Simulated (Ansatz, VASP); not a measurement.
## One calculation of Al2O3, two programs

```
CELL_PARAMETERS angstrom
2.60045 0.00000 0.00000
-1.30022 2.25205 0.00000
0.00000 0.00000 11.12517
ATOMIC_POSITIONS crystal
Al 0.00000 0.00000 0.14696
Al 0.00000 0.00000 0.85304
O 0.33333 0.66667 0.21842
O 0.66667 0.33333 0.00000
O 0.33333 0.66667 0.78158
```

Alike in both runs: task single point; functional LDA; k mesh 12 × 12 × 4; occupations gaussian, width 0.05 eV; no spin polarisation.

```csv
,VASP,Ansatz
version,VASP 6.6.1,Ansatz 0.2.0
potentials or method,"VASP PAW LDA potentials, release 64 (Al, O), cutoff 520 eV","scalar-relativistic, plane waves, PAW"
valence electrons in the cell,24,24
```

Ansatz gave:

```
gap on the k mesh at the Fermi level (eV)                     : 3.52
least direct gap on the mesh (eV)                             : 3.52
pressure (GPa)                                                : 17.1
traceless stress, the component that is largest in VASP (GPa) : -49.54
rms of the force components (eV/Å)                            : 1.331
```

Problem. What did VASP give for the same quantities?

Solution. gap on the k mesh at the Fermi level (eV): 3.54; least direct gap on the mesh (eV): 3.54; pressure (GPa): 18.5; traceless stress, the component that is largest in VASP (GPa): -50.30; rms of the force components (eV/Å): 1.365.

LDA's correlation is that of Perdew and Zunger in VASP and of Perdew and Wang (1992) in Ansatz. Atom by atom the forces differ by 0.060 eV/Å (rms over components).
